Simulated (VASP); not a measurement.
# SiC (P1) in VASP: further runs, part 2 of 2

VASP 6.6.1. The steps go on from the part before.

## (4) Single point, PBE (atom 3 (C) moved -0.050 Å along Cartesian [1 0 0])

The input, INCAR:

```
SYSTEM = SiC
PREC     = Accurate       ! precision mode
ENCUT    = 520            ! plane-wave cutoff, eV
EDIFF    = 1E-6           ! SCF threshold, eV
ISMEAR   = 0              ! smearing method
SIGMA    = 0.05           ! smearing width, eV
LREAL    = .FALSE.        ! projectors in reciprocal space
LASPH    = .TRUE.         ! aspherical terms in the spheres
NELM     = 60             ! most SCF steps
ALGO     = Normal         ! electronic algorithm
ISIF     = 2              ! what is computed and relaxed
LWAVE    = .FALSE.        ! write WAVECAR
LCHARG   = .FALSE.        ! write CHGCAR
GGA      = PE             ! functional
NBANDS   = 16             ! bands
```

The input, KPOINTS:

```
Automatic mesh
0
G
  12 12 6
  0 0 0
```

The input, POSCAR:

```
SiC
1.0
    3.0759982064      0.0000000000      0.0000000000
   -1.5379991032      2.6638925888      0.0000000000
    0.0000000000      0.0000000000      5.0480000000
Si C
2 2
Direct
    0.3333333333      0.6666666667      0.0000000000
    0.6666666667      0.3333333333      0.5000000000
    0.3170784474      0.6666666667      0.3850000000
    0.6666666667      0.3333333333      0.8850000000
```

Potentials or basis: VASP PAW PBE potentials, release 64 (Si, C).

Run with:

```console
$ cat potpaw_PBE.64/Si/POTCAR potpaw_PBE.64/C/POTCAR > POTCAR
$ mpirun -np 1 vasp_std > vasp.out
```

OUTCAR:

```text
SYSTEM = SiC
   PREC = Accurate
   ENCUT = 520
   EDIFF = 1E-6
   ISMEAR = 0
   LREAL = .FALSE.
   LASPH = .TRUE.
   NELM = 60
   ISIF = 2
   GGA = PE

 ion  position               nearest neighbor table
   1  0.333  0.667  0.000-   4 1.87   4 1.87   4 1.87   3 1.94   2 3.09   2 3.09   2 3.09   2 3.09
                             2 3.09   2 3.09
   2  0.667  0.333  0.500-   3 1.83   3 1.87   3 1.91   4 1.94   1 3.09   1 3.09   1 3.09   1 3.09
                             1 3.09   1 3.09
   3  0.317  0.667  0.385-   2 1.83   2 1.87   2 1.91   1 1.94
   4  0.667  0.333  0.885-   1 1.87   1 1.87   1 1.87   2 1.94

  LATTYP: Found a hexagonal cell.
 ALAT       =     3.0759982064
 C/A-ratio  =     1.6410932846

  Lattice vectors:

 A1 = (   3.0759982064,   0.0000000000,   0.0000000000)
 A2 = (  -1.5379991032,   2.6638925888,   0.0000000000)
 A3 = (   0.0000000000,   0.0000000000,   5.0480000000)

Analysis of symmetry for initial positions (statically):
=====================================================================
 Subroutine PRICEL returns:
 Original cell was already a primitive cell.

 Routine SETGRP: Setting up the symmetry group for a
 hexagonal supercell.

 Subroutine GETGRP returns: Found  1 space group operations
 (whereof  1 operations were pure point group operations)
 out of a pool of 24 trial point group operations.

The static configuration has the point symmetry C_1 .

Analysis of symmetry for dynamics (positions and initial velocities):
=====================================================================
 Subroutine PRICEL returns:
 Original cell was already a primitive cell.

 Routine SETGRP: Setting up the symmetry group for a
 hexagonal supercell.

 Subroutine GETGRP returns: Found  1 space group operations
 (whereof  1 operations were pure point group operations)
 out of a pool of 24 trial point group operations.

The dynamic configuration has the point symmetry C_1 .

 Subroutine INISYM returns: Found  1 space group operations
 (whereof  1 operations are pure point group operations),
 and found     1 'primitive' translations

----------------------------------------------------------------------------------------

                                     Primitive cell

  volume of cell :      41.3640

  direct lattice vectors                    reciprocal lattice vectors
     3.075998206  0.000000000  0.000000000     0.325097719  0.187695255  0.000000000
    -1.537999103  2.663892589  0.000000000     0.000000000  0.375390511  0.000000000
     0.000000000  0.000000000  5.048000000     0.000000000  0.000000000  0.198098257

  length of vectors
     3.075998206  3.075998206  5.048000000     0.375390511  0.375390511  0.198098257

  position of ions in fractional coordinates (direct lattice)
     0.333333333  0.666666667  0.000000000
     0.666666667  0.333333333  0.500000000
     0.317078447  0.666666667  0.385000000
     0.666666667  0.333333333  0.885000000

  ion indices of the primitive-cell ions
   primitive index   ion index
                 1           1
                 2           2
                 3           3
                 4           4

[... 28 lines left out ...]
  0.000000  0.000000  0.000000      1.000000
  0.083333 -0.000000  0.000000      2.000000
  0.000000  0.083333  0.000000      2.000000
 -0.083333  0.083333  0.000000      2.000000
  0.166667 -0.000000  0.000000      2.000000
  0.000000  0.166667  0.000000      2.000000
[... 16 lines left out ...]
  0.166667  0.083333  0.000000      2.000000
 -0.083333  0.250000  0.000000      2.000000
 [... further k-points ...]
   k-points           NKPTS =    436   k-points in BZ     NKDIM =    436   number of bands    NBANDS=     16
   number of dos      NEDOS =    301   number of ions     NIONS =      4
   total plane-waves  NPLWV =  23040
   dimension x,y,z NGX =    24 NGY =   24 NGZ =   40
   dimension x,y,z NGXF=    48 NGYF=   48 NGZF=   80
   ions per type =               2   2
   NGX,Y,Z   is equivalent  to a cutoff of  12.97, 12.97, 13.17 a.u.
   NGXF,Y,Z  is equivalent  to a cutoff of  25.94, 25.94, 26.35 a.u.
 SYSTEM =  SiC
   PREC   = accura    normal or accurate (medium, high low for compatibility)
   ISTART =      0    job   : 0-new  1-cont  2-samecut
   ICHARG =      2    charge: 1-file 2-atom 10-const
   ISPIN  =      1    spin polarized calculation?
   LNONCOLLINEAR =      F non collinear calculations
   LSORBIT =      F    spin-orbit coupling
   LASPH  =      T    aspherical Exc in radial PAW
   ENCUT  =  520.0 eV  38.22 Ry    6.18 a.u.   5.72  5.72  9.39*2*pi/ulx,y,z
   NELM   =     60;   NELMIN=  2; NELMDL= -5     # of ELM steps
   EDIFF  = 0.1E-05   stopping-criterion for ELM
   LREAL  =      F    real-space projection
   EDIFFG = 0.1E-04   stopping-criterion for IOM
   NSW    =      0    number of steps for IOM
   IBRION =     -1    ionic relax: 0-MD 1-quasi-New 2-CG
   NFREE  =      0    steps in history (QN), initial steepest desc. (CG)
   ISIF   =      2    stress and relaxation
   ISYM   =      2    0-nonsym 1-usesym 2-fastsym
   POTIM  = 0.5000    time-step for ionic-motion
   TEBEG  =    0.0;   TEEND  =   0.0 temperature during run
   PSTRESS=    0.0 pullay stress
   NELECT =      16.0000    total number of electrons
   NUPDOWN=      -1.0000    fix difference up-down
   EMIN   =  10.00;   EMAX   =-10.00  energy-range for DOS
   EFERMI =   0.00;   METHOD = LEGACY
   ISMEAR =     0;   SIGMA  =   0.05  broadening in eV -4-tet -1-fermi 0-gaus
   EFERMI_NEDOS =   21; number of points for ismear=-14 and -15
   IALGO  =     38    algorithm
   IMIX   =      4    mixing-type and parameters
     AMIX     =   0.40;   BMIX     =  1.00
     AMIX_MAG =   1.60;   BMIX_MAG =  1.00
  volume/ion in A,a.u.               =      10.34        69.78
  Fermi-wavevector in a.u.,A,eV,Ry     =   1.192818  2.254099 19.358564  1.422814
  Thomas-Fermi vector in A             =   2.328847
   LORBIT       =      0    0 simple, 1 ext, 2 COOP (PROOUT), +10 PAW based schemes
   GGA     = PE    functional components
   LHFCALC =     F    Hartree Fock is set to
   AEXX    =    0.0000 exact exchange contribution
   IVDW    =     0    specifies the selected vdW correction
   LEPSILON=     F    determine dielectric tensor
   LRPA    =     F    only Hartree local field effects (RPA)
 non-spin polarized calculation
 Gauss-broadening in eV      SIGMA  =   0.05
  energy-cutoff  :      520.00
  volume of cell :       41.36
 maximum number of plane-waves:      1132
   NGX = 11   NGY = 11   NGZ = 19

 number of electron      16.0000000 magnetization

 Free energy of the ion-electron system (eV)
  ---------------------------------------------------
  ext. energy  EPLUGINS =         0.00000000
  ---------------------------------------------------
  free energy    TOTEN  =       -30.04061487 eV

  energy without entropy =      -30.04061487  energy(sigma->0) =      -30.04061487

 E-fermi :   8.7170     XC(G=0): -11.3487

 val. band max:        8.4263624931   @ k =   0.0000   0.0000   0.0000
 cond. band min:      10.7287498434   @ k =   0.3333   0.3333   0.0000
 fundamental gap:      2.3023873503
 Fermi energy:         8.7169678446

 k-point     1 :       0.0000    0.0000    0.0000
  band No.  band energies     occupation
      1      -7.3162      2.00000
      2      -3.8149      2.00000
      3      -0.2835      2.00000
      4       6.7287      2.00000
      5       6.9634      2.00000
      6       8.0721      2.00000
[... 433 lines left out ...]
      3       0.4641      2.00000
      4       3.8544      2.00000
      5       5.2043      2.00000
      6       6.1456      2.00000
[... 8 lines left out ...]
     15      18.0296      0.00000
     16      18.9505      0.00000

 [... further k-points ...]

------------------------ aborting loop because EDIFF is reached ----------------------------------------

  FORCE on cell =-STRESS in cart. coord.  units (eV):
  Direction    XX          YY          ZZ          XY          YZ          ZX
  --------------------------------------------------------------------------------------
  -------------------------------------------------------------------------------------
  Total        1.4424306      1.3946234      0.1200279      0.5579263     -0.0384921     -0.2862564
  in kB       55.8706053     54.0188559      4.6491200     21.6105250     -1.4909388    -11.0877543
  external PRESSURE =      38.1795270 kB  Pullay stress =       0.0000000 kB

 VOLUME and BASIS-vectors are now :
 -----------------------------------------------------------------------------
  energy-cutoff  :      520.00
  volume of cell :       41.36
      direct lattice vectors                 reciprocal lattice vectors
     3.075998206  0.000000000  0.000000000     0.325097719  0.187695255  0.000000000
    -1.537999103  2.663892589  0.000000000     0.000000000  0.375390511  0.000000000
     0.000000000  0.000000000  5.048000000     0.000000000  0.000000000  0.198098257

 POSITION                                       TOTAL-FORCE (eV/Angst)
 -----------------------------------------------------------------------------------
     -0.00000      1.77593      0.00000        -0.109942     -0.000851      0.757380
      1.53800      0.88796      2.52400        -0.952517     -0.076646      0.797735
     -0.05000      1.77593      1.94348         1.068248      0.078796     -0.801673
      1.53800      0.88796      4.46748        -0.005789     -0.001299     -0.753441
 -----------------------------------------------------------------------------------
    total drift:                                0.000039     -0.000012     -0.000151

  FREE ENERGIE OF THE ION-ELECTRON SYSTEM (eV)
  ---------------------------------------------------
  free  energy   TOTEN  =       -30.0406148727 eV

  energy  without entropy=      -30.0406148727  energy(sigma->0) =      -30.04061487
```

Run time: 5.8 min. Hardware: 1 thread of Intel Xeon 8259CL, shared host; peak memory 0.34 GiB.

Results:

```
Free energy            : -30.0406 eV
Pressure               : 3.8 GPa
Largest force          : 1.338 eV/Å
Band gap on the k mesh : 2.30 eV (least direct gap 4.03 eV)
```

Forces in eV/Å, atoms in the order of the input:
```
Si  -0.110 -0.001  0.757
Si  -0.953 -0.077  0.798
C    1.068  0.079 -0.802
C   -0.006 -0.001 -0.753
```

Caveat: the cell differs from its parent crystal (atom 3 (C) moved -0.050 Å along Cartesian [1 0 0]); the stress differs along the axes, from 0 to 6 GPa; forces of over 1 eV/Å act on the atoms, so gaps and moduli don't describe the material at rest.

## (5) Single point, PBE (atom 3 (C) moved +0.025 Å along Cartesian [1 0 0])

The input, INCAR:

```
SYSTEM = SiC
ALGO = Normal ; EDIFF = 1E-6
ENCUT = 520 ; GGA = PE
ISIF = 2 ; ISMEAR = 0
LASPH = .TRUE. ; LCHARG = .TRUE.
LELF = .TRUE. ; LREAL = .FALSE.
LVHAR = .TRUE. ; LWAVE = .FALSE.
NBANDS = 16 ; NELM = 100
PREC = Accurate ; SIGMA = 0.05
```

The input, KPOINTS:

```
k-points
0
G
  12 12 6
  0 0 0
```

POSCAR, as its differences from that of step 4:

```diff
@@ -10,3 +10,3 @@
     0.6666666667      0.3333333333      0.5000000000
-    0.3170784474      0.6666666667      0.3850000000
+    0.3414607763      0.6666666667      0.3850000000
     0.6666666667      0.3333333333      0.8850000000
```

Potentials or basis: VASP PAW PBE potentials, release 64 (Si, C).

Run with:

```console
$ cat potpaw_PBE.64/Si/POTCAR potpaw_PBE.64/C/POTCAR > POTCAR
$ mpirun -np 1 vasp_std > vasp.out
```

OUTCAR:

```text
SYSTEM = SiC
   EDIFF = 1E-6
   ENCUT = 520
   GGA = PE
   ISIF = 2
   ISMEAR = 0
   LASPH = .TRUE.
   LREAL = .FALSE.
   NELM = 100
   PREC = Accurate

 ion  position               nearest neighbor table
   1  0.333  0.667  0.000-   4 1.87   4 1.87   4 1.87   3 1.94   2 3.09   2 3.09   2 3.09   2 3.09
                             2 3.09   2 3.09
   2  0.667  0.333  0.500-   3 1.85   3 1.87   3 1.89   4 1.94   1 3.09   1 3.09   1 3.09   1 3.09
                             1 3.09   1 3.09
   3  0.341  0.667  0.385-   2 1.85   2 1.87   2 1.89   1 1.94
   4  0.667  0.333  0.885-   1 1.87   1 1.87   1 1.87   2 1.94

  LATTYP: Found a hexagonal cell.
 ALAT       =     3.0759982064
 C/A-ratio  =     1.6410932846

  Lattice vectors:

 A1 = (   3.0759982064,   0.0000000000,   0.0000000000)
 A2 = (  -1.5379991032,   2.6638925888,   0.0000000000)
 A3 = (   0.0000000000,   0.0000000000,   5.0480000000)

Analysis of symmetry for initial positions (statically):
=====================================================================
 Subroutine PRICEL returns:
 Original cell was already a primitive cell.

 Routine SETGRP: Setting up the symmetry group for a
 hexagonal supercell.

 Subroutine GETGRP returns: Found  1 space group operations
 (whereof  1 operations were pure point group operations)
 out of a pool of 24 trial point group operations.

The static configuration has the point symmetry C_1 .

Analysis of symmetry for dynamics (positions and initial velocities):
=====================================================================
 Subroutine PRICEL returns:
 Original cell was already a primitive cell.

 Routine SETGRP: Setting up the symmetry group for a
 hexagonal supercell.

 Subroutine GETGRP returns: Found  1 space group operations
 (whereof  1 operations were pure point group operations)
 out of a pool of 24 trial point group operations.

The dynamic configuration has the point symmetry C_1 .
[... 123 lines left out ...]
     AMIX_MAG =   1.60;   BMIX_MAG =  1.00
  volume/ion in A,a.u.               =      10.34        69.78
  Fermi-wavevector in a.u.,A,eV,Ry     =   1.192818  2.254099 19.358564  1.422814
  Thomas-Fermi vector in A             =   2.328847
   LORBIT       =      0    0 simple, 1 ext, 2 COOP (PROOUT), +10 PAW based schemes
   GGA     = PE    functional components
   LHFCALC =     F    Hartree Fock is set to
   AEXX    =    0.0000 exact exchange contribution
   IVDW    =     0    specifies the selected vdW correction
   LEPSILON=     F    determine dielectric tensor
   LRPA    =     F    only Hartree local field effects (RPA)
 non-spin polarized calculation
 Gauss-broadening in eV      SIGMA  =   0.05
  energy-cutoff  :      520.00
  volume of cell :       41.36
 maximum number of plane-waves:      1132
   NGX = 11   NGY = 11   NGZ = 19

 number of electron      16.0000001 magnetization

 Free energy of the ion-electron system (eV)
  ---------------------------------------------------
  ext. energy  EPLUGINS =         0.00000000
  ---------------------------------------------------
  free energy    TOTEN  =       -30.06062320 eV

  energy without entropy =      -30.06062320  energy(sigma->0) =      -30.06062320

 E-fermi :   8.6202     XC(G=0): -11.3486

 val. band max:        8.4137720742   @ k =   0.0000   0.0000   0.0000
 cond. band min:      10.7311425508   @ k =   0.3333   0.3333   0.0000
 fundamental gap:      2.3173704765
 Fermi energy:         8.6201729401

 k-point     1 :       0.0000    0.0000    0.0000
  band No.  band energies     occupation
      1      -7.3154      2.00000
      2      -3.8134      2.00000
      3      -0.2833      2.00000
      4       6.7926      2.00000
      5       6.9104      2.00000
      6       8.1035      2.00000
[... 433 lines left out ...]
      3       0.4667      2.00000
      4       3.7956      2.00000
      5       5.2626      2.00000
      6       6.1039      2.00000
[... 8 lines left out ...]
     15      17.9074      0.00000
     16      18.8957      0.00000

 [... further k-points ...]

------------------------ aborting loop because EDIFF is reached ----------------------------------------

  FORCE on cell =-STRESS in cart. coord.  units (eV):
  Direction    XX          YY          ZZ          XY          YZ          ZX
  --------------------------------------------------------------------------------------
  -------------------------------------------------------------------------------------
  Total        1.3778604      1.3658929      0.1110616     -0.2779510     -0.0096045      0.1424185
  in kB       53.3695637     52.9060204      4.3018217    -10.7660592     -0.3720167      5.5163881
  external PRESSURE =      36.8591353 kB  Pullay stress =       0.0000000 kB

 VOLUME and BASIS-vectors are now :
 -----------------------------------------------------------------------------
  energy-cutoff  :      520.00
  volume of cell :       41.36
      direct lattice vectors                 reciprocal lattice vectors
     3.075998206  0.000000000  0.000000000     0.325097719  0.187695255  0.000000000
    -1.537999103  2.663892589  0.000000000     0.000000000  0.375390511  0.000000000
     0.000000000  0.000000000  5.048000000     0.000000000  0.000000000  0.198098257

 POSITION                                       TOTAL-FORCE (eV/Angst)
 -----------------------------------------------------------------------------------
     -0.00000      1.77593      0.00000         0.054938     -0.000213      0.753888
      1.53800      0.88796      2.52400         0.475321     -0.019138      0.763952
      0.02500      1.77593      1.94348        -0.533067      0.019674     -0.764916
      1.53800      0.88796      4.46748         0.002809     -0.000324     -0.752924
 -----------------------------------------------------------------------------------
    total drift:                                0.000022     -0.000009     -0.000151

  FREE ENERGIE OF THE ION-ELECTRON SYSTEM (eV)
  ---------------------------------------------------
  free  energy   TOTEN  =       -30.0606231979 eV

  energy  without entropy=      -30.0606231979  energy(sigma->0) =      -30.06062320
```

OSZICAR:

```text
N       E                     dE             d eps       ncg     rms          rms(c)
DAV:   1     0.252790052975E+02    0.25279E+02   -0.71422E+03 13952   0.896E+02
DAV:   2    -0.312935075024E+02   -0.56573E+02   -0.51580E+02 19784   0.158E+02
DAV:   3    -0.337885927146E+02   -0.24951E+01   -0.24853E+01 18512   0.304E+01
DAV:   4    -0.338068470241E+02   -0.18254E-01   -0.18251E-01 17048   0.320E+00
DAV:   5    -0.338070257300E+02   -0.17871E-03   -0.17870E-03 18504   0.299E-01    0.125E+01
DAV:   6    -0.301493288636E+02    0.36577E+01   -0.65536E+00 17760   0.157E+01    0.564E+00
DAV:   7    -0.300784580494E+02    0.70871E-01   -0.11260E+00 20296   0.619E+00    0.249E+00
DAV:   8    -0.300618423213E+02    0.16616E-01   -0.47750E-02 16104   0.140E+00    0.630E-01
DAV:   9    -0.300602731435E+02    0.15692E-02   -0.77148E-03 18320   0.594E-01    0.123E-01
DAV:  10    -0.300605935098E+02   -0.32037E-03   -0.10267E-03 16840   0.186E-01    0.578E-02
DAV:  11    -0.300606223720E+02   -0.28862E-04   -0.92544E-05 16056   0.688E-02    0.137E-02
DAV:  12    -0.300606231979E+02   -0.82586E-06   -0.64805E-06 18928   0.163E-02
   1 F= -.30060623E+02 E0= -.30060623E+02  d E =-.129800E-11
```

It took 5.6 min on 1 thread of Intel Xeon 8259CL, shared host; peak memory 0.34 GiB.

What came out:

```
Free energy            : -30.0606 eV
Pressure               : 3.7 GPa
Largest force          : 0.933 eV/Å
Band gap on the k mesh : 2.32 eV (least direct gap 4.05 eV)
```

Forces on the atoms (eV/Å):
```
Si   0.055  0.000  0.754
Si   0.475 -0.019  0.764
C   -0.533  0.020 -0.765
C    0.003  0.000 -0.753
```

Stress tensor (GPa, compression positive):
```
 5.34 -1.08  0.55
-1.08  5.29 -0.04
 0.55 -0.04  0.43
```

Caveat: the cell differs from its parent crystal (atom 3 (C) moved +0.025 Å along Cartesian [1 0 0]); the cell stands under pressure.

## (6) Overview

| cell | gap on the mesh (eV) | pressure (GPa) | largest force (eV/Å) |
| --- | --- | --- | --- |
| as given, atomic positions A | 2.24 | 4.3 | 2.37 |
| as given, atomic positions B | 2.28 | 4.0 | 1.83 |
| as given, atomic positions C | 2.30 | 3.8 | 1.34 |
| as given, atomic positions D | 2.32 | 3.7 | 0.93 |

Alike in all rows: task single point; level PBE; potentials or basis VASP PAW PBE potentials, release 64 (Si, C); no spin polarisation; k mesh 12 × 12 × 6; cutoff (eV) 520; smearing gaussian 0.05 eV.

Caveats: forces of over 1 eV/Å act on the atoms, so gaps and moduli don't describe the material at rest (at least some runs); the stress differs along the axes, from 1 to 7 GPa (at least some runs); the stress differs along the axes, from 1 to 6 GPa (at least some runs); the stress differs along the axes, from 0 to 6 GPa (at least some runs); the cell stands under pressure (at least some runs).

Total energies depend on the potentials used, so only differences within one code and one set of settings carry meaning.
